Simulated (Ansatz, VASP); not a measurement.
Tl in VASP and in Ansatz

```
Tl
1.0
     3.45600    0.00000    0.00000
    -1.72800    2.99298    0.00000
     0.00000    0.00000    5.52500
Tl
2
Direct
  0.66667 0.33333 0.75000
  0.33333 0.66667 0.25000
```

Alike in both runs: functional PBE; dispersion D3(BJ); k mesh 9 × 9 × 5; occupations methfessel-paxton of order 1, width 0.2 eV; no spin polarisation.

|  | VASP | Ansatz |
| --- | --- | --- |
| version | VASP 6.6.1 | Ansatz 0.2.0 |
| potentials or method | VASP PAW PBE potentials, release 64 (Tl_d), cutoff 520 eV | all-electron LAPW, scalar-relativistic |
| task | single point | band structure |

VASP gave:

| Property | Result |
| --- | --- |
| gap on the k mesh at the Fermi level (eV) | none |
| pressure (GPa) | 1.4 |
| traceless stress, the component that is largest in VASP (GPa) | 0.99 |

Task: What did Ansatz give for the same quantities?

Result: gap on the k mesh at the Fermi level (eV): none; pressure (GPa): 1.4; traceless stress, the component that is largest in VASP (GPa): 1.00.

A gap of «none» marks a metal or a gap that the smearing closes. Ansatz ran all-electron here, and VASP with PAW potentials.

Neither program's run includes spin-orbit coupling.
